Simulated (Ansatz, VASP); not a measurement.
# SrC8 in VASP and in Ansatz

```xyz
9
Lattice="4.9849 0.0000 0.0000 -2.4924 4.3170 0.0000 0.0000 0.0000 4.8383" Properties=species:S:1:pos:R:3 pbc="T T T"
Sr    0.0000    0.0000    2.4192
C     0.0000    2.8780    0.0000
C     1.2509    0.7222    0.0000
C     2.4924    2.8726    0.0000
C     3.7340    0.7222    0.0000
C    -1.2416    3.5948    0.0000
C     0.0000    1.4444    0.0000
C     1.2416    3.5948    0.0000
C     2.4924    1.4390    0.0000
```

Alike in both runs: functional PBE; dispersion D3(BJ); k mesh 6 × 6 × 4; occupations gaussian, width 0.1 eV; no spin polarisation.

Ansatz relaxed the structure, and its values are those at the end. VASP's run is a single point on that final structure, the one shown.

```csv
,VASP,Ansatz
version,VASP 6.6.1,Ansatz 0.2.0
potentials or method,"VASP PAW PBE potentials, release 64 (Sr_sv, C), cutoff 520 eV","scalar-relativistic, plane waves, PAW"
valence electrons in the cell,42,42
```

Ansatz gave:

| Item | Value |
| --- | --- |
| gap on the k mesh at the Fermi level (eV) | none |
| pressure (GPa) | 0.0 |
| rms of the force components (eV/Å) | 0.001 |

What did VASP give for the same quantities?

gap on the k mesh at the Fermi level (eV): none; pressure (GPa): 0.3; rms of the force components (eV/Å): 0.005.

A gap of «none» marks a metal or a gap that the smearing closes.
